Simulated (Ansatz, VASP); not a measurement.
SiW4 in VASP and in Ansatz

```
Si W
1.0
     4.77382    0.00000    0.00000
     0.00000    4.77382    0.00000
     0.00000    0.00000    4.77382
Si W
1 4
Direct
  0.00000 0.00000 0.00000
  0.00000 0.50000 0.50000
  0.50000 0.00000 0.50000
  0.50000 0.50000 0.00000
  0.50000 0.50000 0.50000
```

Alike in both runs: functional PBE; k mesh 4 × 4 × 4; occupations gaussian, width 0.1 eV; no spin polarisation.

Ansatz relaxed the structure, and its values are those at the end. VASP's run is a single point on that final structure, the one shown.

|  | VASP | Ansatz |
| --- | --- | --- |
| version | VASP 6.6.1 | Ansatz 0.2.0 |
| potentials or method | VASP PAW PBE potentials, release 64 (Si, W_sv), cutoff 520 eV | scalar-relativistic, plane waves, PAW |
| valence electrons in the cell | 60 | 60 |

Ansatz gave:

| Property | Result |
| --- | --- |
| gap on the k mesh at the Fermi level (eV) | none |
| pressure (GPa) | 0.1 |

Q: What did VASP give for the same quantities?

A: gap on the k mesh at the Fermi level (eV): none; pressure (GPa): 0.9.

A gap of «none» marks a metal or a gap that the smearing closes. With one functional, cell and mesh, what is left measures potentials, basis and numerics.

Spin-orbit coupling is off throughout.
